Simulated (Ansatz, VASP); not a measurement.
# Hf3Si4: VASP beside Ansatz

```
Si Hf
1.0
     3.77516    0.00000    0.00000
     0.00000    5.22504    0.00000
     0.00000    0.00000   25.88259
Si Hf
8 6
Cartesian
  0.9438 4.4984 7.5000
  2.8314 0.7266 8.0883
  0.9438 3.3391 10.9314
  2.8314 1.8859 11.5198
  0.9438 4.4984 14.3628
  2.8314 0.7266 14.9512
  0.9438 3.3391 17.7943
  2.8314 1.8859 18.3826
  2.8314 3.2716 8.9994
  0.9438 0.6590 10.0204
  2.8314 4.5660 12.4308
  0.9438 1.9535 13.4518
  2.8314 3.2716 15.8622
  0.9438 0.6590 16.8832
```

Alike in both runs: task single point; functional r2SCAN; k mesh 9 × 7 × 1; occupations gaussian, width 0.1 eV; no spin polarisation.

|  | VASP | Ansatz |
| --- | --- | --- |
| version | VASP 6.6.1 | Ansatz 0.2.0 |
| potentials or method | VASP PAW PBE potentials, release 64 (Si, Hf_pv), cutoff 440 eV | scalar-relativistic, plane waves, PAW |
| valence electrons in the cell | 92 | 188 |

VASP gave:

* gap on the k mesh at the Fermi level (eV): none
* rms of the force components (eV/Å): 0.371
* work function, face that differs most (eV): 5.01

Estimate Ansatz's values.

gap on the k mesh at the Fermi level (eV): none; rms of the force components (eV/Å): 0.369; work function, face that differs most (eV): 5.00.

VASP's potentials were made for PBE, not for r2SCAN. A gap of «none» marks a metal or a gap that the smearing closes. The functional is the same, so the differences come from potentials, cutoffs and numerics. VASP's potentials hold 92 valence electrons a cell and Ansatz's 188, so a difference there can come from the potentials and not from the codes. Ansatz's warnings: xc potential rough in thin density.

Spin-orbit coupling is off throughout.
